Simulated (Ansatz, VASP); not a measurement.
**SnTe: VASP beside Ansatz**

```
Sn Te
1.0
     0.00000    3.15650    3.25120
     3.15650    0.00000    3.25120
     3.15650    3.15650    0.00000
Sn Te
1 1
Direct
  0.00000 0.00000 0.00000
  0.50000 0.50000 0.50000
```

Change from the starting cell: zz strain of +3 %.

Alike in both runs: task single point; functional LDA; k mesh 11 × 11 × 11; occupations fermi-dirac, width 0.08 eV; no spin polarisation.

|  | VASP | Ansatz |
| --- | --- | --- |
| version | VASP 6.6.1 | Ansatz 0.2.0 |
| potentials or method | VASP PAW LDA potentials, release 64 (Sn_d, Te), cutoff 520 eV | all-electron LAPW, scalar-relativistic |

Ansatz gave:

| Quantity | Value |
| --- | --- |
| pressure (GPa) | -2.8 |
| traceless stress, the component that is largest in VASP (GPa) | -1.99 |

Estimate VASP's values.

pressure (GPa): -2.8; traceless stress, the component that is largest in VASP (GPa): -2.01.

LDA's correlation is that of Perdew and Zunger in VASP and of Perdew and Wang (1992) in Ansatz. Ansatz ran all-electron here, and VASP with PAW potentials.

Spin-orbit coupling is off throughout.
